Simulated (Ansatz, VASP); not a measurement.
One calculation of SnTe, two programs

The input INCAR:

```
ALGO = Normal
EDIFF = 1E-6
ENCUT = 500
GGA = PE
GGA_COMPAT = False
ISIF = 2
ISMEAR = -1
LASPH = True
LCHARG = True
LELF = True
LREAL = False
LVHAR = True
LWAVE = False
NBANDS = 17
NELM = 120
PREC = Accurate
SIGMA = 0.02
```

KPOINTS

```
k-points
0
Gamma
  6 6 6
```

POSCAR

```
SnTe
1.0
    0.0000000000      3.5839840079      3.5839840079
    3.5839840079      0.0000000000      3.5839840079
    3.5839840079      3.5839840079      0.0000000000
Sn Te
1 1
Direct
    0.0000000000      0.0000000000      0.0000000000
    0.2500000000      0.2500000000      0.2500000000
```

Input for Ansatz:

```yaml
crystal:
  lattice:
    - [0.0, 3.5839840079, 3.5839840079]
    - [3.5839840079, 0.0, 3.5839840079]
    - [3.5839840079, 3.5839840079, 0.0]
  atoms:
    - { symbol: Sn, position: [0.0, 0.0, 0.0] }
    - { symbol: Te, position: [0.25, 0.25, 0.25] }
kpoints:
  mp_grid: { grid: [6, 6, 6] }
  band_path:
    path:
      - [[0.0, 0.0, 0.0], [-0.5, -0.5, 2.630156340011e-34], [-0.375, -0.375, 0.25]]
      - [[-0.375, 5.366835152823e-19, 0.375], [0.0, 0.0, 0.0], [-1.142204314338e-17, -1.142204314338e-17, 0.5], [-0.5, -0.25, 0.25], [-0.5, -0.5, 2.630156340011e-34]]
    npoints: 10
hamiltonian:
  xc: pbe
scf:
  occupations: { method: fermi_dirac, width: 0.02 }
  n_extra_bands: 4
output:
  forces: true
  stress: true
  eigenvalues: true
```

Alike in both runs: task single point; functional PBE; k mesh 6 × 6 × 6; occupations fermi-dirac, width 0.02 eV; no spin polarisation.

|  | VASP | Ansatz |
| --- | --- | --- |
| version | VASP 6.6.1 | Ansatz 0.2.0 |
| potentials or method | VASP PAW PBE potentials, release 64 (Sn_d, Te) | plane waves, PAW |
| plane-wave cutoff (eV) | 500 | 420 |
| valence electrons in the cell | 20 | 30 |

```csv
,VASP,Ansatz,Ansatz less VASP
pressure (GPa),0.5,0.5,+0.03
```

VASP's potentials hold 20 valence electrons a cell and Ansatz's 30, so a difference there can come from the potentials and not from the codes.

Neither program's run includes spin-orbit coupling.
